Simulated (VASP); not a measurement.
# SrCl2 (I4/mmm) in VASP: further runs, part 2 of 2

VASP 6.6.1.

## Step 3: Single point, LDA (strain -0.040 along x and y, -0.080 along z)

Contents of INCAR:

```
SYSTEM = SrCl2
  PREC = Accurate
  ENCUT = 520
  EDIFF = 1E-7
  ISMEAR = 0
  SIGMA = 0.05
  LREAL = .False.
  LASPH = .True.
  NELM = 80
  ALGO = Normal
  ISIF = 2
  LWAVE = .False.
  LCHARG = .True.
  LELF = .True.
  LVHAR = .True.
  NBANDS = 19
```

Contents of KPOINTS:

```
regular mesh
0
Gamma
  6 6 6
  0 0 0
```

Contents of POSCAR:

```
SrCl2
1.0
    0.0000000000      3.3460800000      3.2066600000
    3.3460800000      0.0000000000      3.2066600000
    3.3460800000      3.3460800000      0.0000000000
Sr Cl
1 2
Direct
    0.0000000000      0.0000000000      0.0000000000
    0.2500000000      0.2500000000      0.2500000000
    0.7500000000      0.7500000000      0.7500000000
```

Potentials or basis: VASP PAW LDA potentials, release 64 (Sr_sv, Cl).

Launch:

```
$ cat potpaw_LDA.64/Sr_sv/POTCAR potpaw_LDA.64/Cl/POTCAR > POTCAR
$ mpirun -np 1 vasp_std > vasp.out
```

OUTCAR:

```text
SYSTEM = SrCl2
   PREC = Accurate
   ENCUT = 520
   EDIFF = 1E-7
   ISMEAR = 0
   LREAL = .False.
   LASPH = .True.
   NELM = 80
   ISIF = 2

 ion  position               nearest neighbor table
   1  0.000  0.000  0.000-   3 2.86   2 2.86   3 2.86   2 2.86   3 2.86   3 2.86   2 2.86   2 2.86

   2  0.250  0.250  0.250-   1 2.86   1 2.86   1 2.86   1 2.86
   3  0.750  0.750  0.750-   1 2.86   1 2.86   1 2.86   1 2.86

  LATTYP: Found a body centered tetragonal cell.
 ALAT       =     4.7320717168
 C/A-ratio  =     1.3552879973

  Lattice vectors:

 A1 = (   0.0000000000,  -3.3460800000,  -3.2066600000)
 A2 = (   0.0000000000,   3.3460800000,  -3.2066600000)
 A3 = (   3.3460800000,   0.0000000000,   3.2066600000)

Analysis of symmetry for initial positions (statically):
=====================================================================
 Subroutine PRICEL returns:
 Original cell was already a primitive cell.

 Routine SETGRP: Setting up the symmetry group for a
 body centered tetragonal supercell.

 Subroutine GETGRP returns: Found 16 space group operations
 (whereof 16 operations were pure point group operations)
 out of a pool of 16 trial point group operations.

The static configuration has the point symmetry D_4h.

Analysis of symmetry for dynamics (positions and initial velocities):
=====================================================================
 Subroutine PRICEL returns:
 Original cell was already a primitive cell.

 Routine SETGRP: Setting up the symmetry group for a
 body centered tetragonal supercell.

 Subroutine GETGRP returns: Found 16 space group operations
 (whereof 16 operations were pure point group operations)
 out of a pool of 16 trial point group operations.

The dynamic configuration has the point symmetry D_4h.

 Subroutine INISYM returns: Found 16 space group operations
 (whereof 16 operations are pure point group operations),
 and found     1 'primitive' translations

----------------------------------------------------------------------------------------

                                     Primitive cell

  volume of cell :      71.8051

  direct lattice vectors                    reciprocal lattice vectors
     0.000000000  3.346080000  3.206660000    -0.149428585  0.149428585  0.155925480
     3.346080000  0.000000000  3.206660000     0.149428585 -0.149428585  0.155925480
     3.346080000  3.346080000  0.000000000     0.149428585  0.149428585 -0.155925480

  length of vectors
     4.634535545  4.634535545  4.732071717     0.262622466  0.262622466  0.262622466

  position of ions in fractional coordinates (direct lattice)
     0.000000000  0.000000000  0.000000000
     0.250000000  0.250000000  0.250000000
     0.750000000  0.750000000  0.750000000

  ion indices of the primitive-cell ions
   primitive index   ion index
                 1           1
                 2           2
                 3           3

----------------------------------------------------------------------------------------

 KPOINTS: regular mesh

Automatic generation of k-mesh.
 Grid dimensions read from file:
 generate k-points for:    6    6    6

 Generating k-lattice:

  Cartesian coordinates                     Fractional coordinates (reciprocal lattice)
    -0.024904764  0.024904764  0.025987580     0.166666667 -0.000000000  0.000000000
     0.024904764 -0.024904764  0.025987580    -0.000000000  0.166666667  0.000000000
     0.024904764  0.024904764 -0.025987580     0.000000000  0.000000000  0.166666667

  Length of vectors
     0.043770411  0.043770411  0.043770411

  Shift w.r.t. Gamma in fractional coordinates (k-lattice)
     0.000000000  0.000000000  0.000000000

 Subroutine IBZKPT returns following result:
 ===========================================

 Found     30 irreducible k-points:

 Following reciprocal coordinates:
            Coordinates               Weight
  0.000000  0.000000  0.000000      1.000000
  0.166667 -0.000000  0.000000      8.000000
  0.333333  0.000000  0.000000      8.000000
  0.500000 -0.000000  0.000000      4.000000
  0.166667  0.166667  0.000000      2.000000
  0.333333  0.166667  0.000000      8.000000
[... 16 lines left out ...]
  0.333333  0.000000  0.333333      4.000000
  0.500000 -0.000000  0.333333     16.000000
 [... further k-points ...]
   k-points           NKPTS =     30   k-points in BZ     NKDIM =     30   number of bands    NBANDS=     19
   number of dos      NEDOS =    301   number of ions     NIONS =      3
   total plane-waves  NPLWV =  46656
   dimension x,y,z NGX =    36 NGY =   36 NGZ =   36
   dimension x,y,z NGXF=    72 NGYF=   72 NGZF=   72
   ions per type =               1   2
   NGX,Y,Z   is equivalent  to a cutoff of  12.91, 12.91, 12.65 a.u.
   NGXF,Y,Z  is equivalent  to a cutoff of  25.83, 25.83, 25.29 a.u.
 SYSTEM =  SrCl2
   PREC   = accura    normal or accurate (medium, high low for compatibility)
   ISTART =      0    job   : 0-new  1-cont  2-samecut
   ICHARG =      2    charge: 1-file 2-atom 10-const
   ISPIN  =      1    spin polarized calculation?
   LNONCOLLINEAR =      F non collinear calculations
   LSORBIT =      F    spin-orbit coupling
   LASPH  =      T    aspherical Exc in radial PAW
   ENCUT  =  520.0 eV  38.22 Ry    6.18 a.u.   8.62  8.62  8.80*2*pi/ulx,y,z
   NELM   =     80;   NELMIN=  2; NELMDL= -5     # of ELM steps
   EDIFF  = 0.1E-06   stopping-criterion for ELM
   LREAL  =      F    real-space projection
   EDIFFG = 0.1E-05   stopping-criterion for IOM
   NSW    =      0    number of steps for IOM
   IBRION =     -1    ionic relax: 0-MD 1-quasi-New 2-CG
   NFREE  =      0    steps in history (QN), initial steepest desc. (CG)
   ISIF   =      2    stress and relaxation
   ISYM   =      2    0-nonsym 1-usesym 2-fastsym
   POTIM  = 0.5000    time-step for ionic-motion
   TEBEG  =    0.0;   TEEND  =   0.0 temperature during run
   PSTRESS=    0.0 pullay stress
   NELECT =      24.0000    total number of electrons
   NUPDOWN=      -1.0000    fix difference up-down
   EMIN   =  10.00;   EMAX   =-10.00  energy-range for DOS
   EFERMI =   0.00;   METHOD = LEGACY
   ISMEAR =     0;   SIGMA  =   0.05  broadening in eV -4-tet -1-fermi 0-gaus
   EFERMI_NEDOS =   21; number of points for ismear=-14 and -15
   IALGO  =     38    algorithm
   IMIX   =      4    mixing-type and parameters
     AMIX     =   0.40;   BMIX     =  1.00
     AMIX_MAG =   1.60;   BMIX_MAG =  1.00
  volume/ion in A,a.u.               =      23.94       161.52
  Fermi-wavevector in a.u.,A,eV,Ry     =   1.136127  2.146968 17.562178  1.290784
  Thomas-Fermi vector in A             =   2.272832
   LORBIT       =      0    0 simple, 1 ext, 2 COOP (PROOUT), +10 PAW based schemes
   GGA     = CA    functional components
   LHFCALC =     F    Hartree Fock is set to
   AEXX    =    0.0000 exact exchange contribution
   IVDW    =     0    specifies the selected vdW correction
   LEPSILON=     F    determine dielectric tensor
   LRPA    =     F    only Hartree local field effects (RPA)
 non-spin polarized calculation
 Gauss-broadening in eV      SIGMA  =   0.05
  energy-cutoff  :      520.00
  volume of cell :       71.81
 maximum number of plane-waves:      1972
 NGX is ok and might be reduce to    36
   NGX = 17   NGY = 17   NGZ = 17

 number of electron      24.0000005 magnetization

 Free energy of the ion-electron system (eV)
  ---------------------------------------------------
  ext. energy  EPLUGINS =         0.00000000
  ---------------------------------------------------
  free energy    TOTEN  =       -13.95194981 eV

  energy without entropy =      -13.95194981  energy(sigma->0) =      -13.95194981

 E-fermi :   1.6499     XC(G=0):  -9.5275

 val. band max:        1.4382375977   @ k =   0.5000   0.5000   0.0000
 cond. band min:       6.1790598023   @ k =   0.5000   0.0000   0.5000
 fundamental gap:      4.7408222046
 Fermi energy:         1.6499133669

 k-point     1 :       0.0000    0.0000    0.0000
  band No.  band energies     occupation
      1     -31.0411      2.00000
      2     -13.2342      2.00000
      3     -13.2342      2.00000
      4     -13.2320      2.00000
      5     -12.6270      2.00000
      6     -11.3247      2.00000
[... 11 lines left out ...]
     18      10.3729      0.00000
     19      11.3131      0.00000
[... 489 lines left out ...]
      3     -13.4392      2.00000
      4     -13.2996      2.00000
      5     -11.6373      2.00000
      6     -11.2105      2.00000
[... 11 lines left out ...]
     18      10.6737      0.00000
     19      11.8016      0.00000

 [... further k-points ...]

------------------------ aborting loop because EDIFF is reached ----------------------------------------

  FORCE on cell =-STRESS in cart. coord.  units (eV):
  Direction    XX          YY          ZZ          XY          YZ          ZX
  --------------------------------------------------------------------------------------
  -------------------------------------------------------------------------------------
  Total        1.9028588      1.9028588      3.1955432      0.0000000      0.0000000      0.0000000
  in kB       42.4582027     42.4582027     71.3016745      0.0000000      0.0000000      0.0000000
  external PRESSURE =      52.0726933 kB  Pullay stress =       0.0000000 kB

 VOLUME and BASIS-vectors are now :
 -----------------------------------------------------------------------------
  energy-cutoff  :      520.00
  volume of cell :       71.81
      direct lattice vectors                 reciprocal lattice vectors
     0.000000000  3.346080000  3.206660000    -0.149428585  0.149428585  0.155925480
     3.346080000  0.000000000  3.206660000     0.149428585 -0.149428585  0.155925480
     3.346080000  3.346080000  0.000000000     0.149428585  0.149428585 -0.155925480

 POSITION                                       TOTAL-FORCE (eV/Angst)
 -----------------------------------------------------------------------------------
      0.00000      0.00000      0.00000         0.000000      0.000000      0.000000
      1.67304      1.67304      1.60333        -0.000000     -0.000000     -0.000000
      5.01912      5.01912      4.80999         0.000000      0.000000      0.000000
 -----------------------------------------------------------------------------------
    total drift:                                0.000000      0.000000      0.000000

  FREE ENERGIE OF THE ION-ELECTRON SYSTEM (eV)
  ---------------------------------------------------
  free  energy   TOTEN  =       -13.9519498123 eV

  energy  without entropy=      -13.9519498123  energy(sigma->0) =      -13.95194981
```

OSZICAR:

```text
N       E                     dE             d eps       ncg     rms          rms(c)
DAV:   1     0.135449882635E+03    0.13545E+03   -0.11729E+04  1140   0.116E+03
DAV:   2    -0.629177988947E+01   -0.14174E+03   -0.13834E+03  1482   0.230E+02
DAV:   3    -0.140301552152E+02   -0.77384E+01   -0.77098E+01  1578   0.526E+01
DAV:   4    -0.142608856321E+02   -0.23073E+00   -0.23042E+00  1858   0.752E+00
DAV:   5    -0.142644035582E+02   -0.35179E-02   -0.35174E-02  1583   0.818E-01    0.204E+01
DAV:   6    -0.139942359144E+02    0.27017E+00   -0.45552E-01  1296   0.373E+00    0.128E+01
DAV:   7    -0.139592348089E+02    0.35001E-01   -0.31812E-01  1382   0.336E+00    0.124E+00
DAV:   8    -0.139514754583E+02    0.77594E-02   -0.56166E-02  1274   0.128E+00    0.368E-01
DAV:   9    -0.139517815295E+02   -0.30607E-03   -0.15999E-03  1418   0.275E-01    0.146E-01
DAV:  10    -0.139519184780E+02   -0.13695E-03   -0.10636E-04  1458   0.595E-02    0.372E-02
DAV:  11    -0.139519482350E+02   -0.29757E-04   -0.20779E-05  1333   0.319E-02    0.159E-02
DAV:  12    -0.139519495637E+02   -0.13287E-05   -0.47573E-06  1566   0.120E-02    0.498E-03
DAV:  13    -0.139519498192E+02   -0.25551E-06   -0.55363E-07  1329   0.489E-03    0.416E-03
DAV:  14    -0.139519498123E+02    0.68933E-08   -0.30984E-08  1021   0.137E-03
   1 F= -.13951950E+02 E0= -.13951950E+02  d E =-.214898E-11
```

Wall time 15 s (1 thread of Intel Xeon 6975P-C (Granite Rapids), shared host); peak memory 0.19 GiB.

What came out:

```
Free energy            : -13.9519 eV
Pressure               : 5.2 GPa
Band gap on the k mesh : 4.74 eV (least direct gap 4.77 eV)
```

Stress tensor (GPa, compression positive):
```
4.25 0.00 0.00
0.00 4.25 0.00
0.00 0.00 7.13
```

Levels at points of the mesh, in eV from the valence-band top:
```tsv
k point	band 8	band 9	band 10	band 11	band 12	band 13	band 14	band 15	band 16	band 17
(0.00, 0.00, 0.00)	-3.02	-3.02	-0.78	-0.78	-0.37	5.15	5.24	5.75	8.65	8.65
(0.50, 0.00, 0.00)	-2.37	-2.11	-1.93	-1.54	-1.53	6.22	6.31	7.37	7.59	8.95
(0.50, 0.50, 0.00)	-2.55	-2.55	-0.88	-0.88	0.00	4.77	7.29	7.44	8.28	8.28
(0.50, 0.00, 0.50)	-2.69	-2.45	-1.00	-0.51	-0.32	4.74	6.88	7.48	7.90	8.01
```

Caveat: the cell differs from its parent crystal (strain -0.040 along x and y, -0.080 along z); the cell stands under pressure.
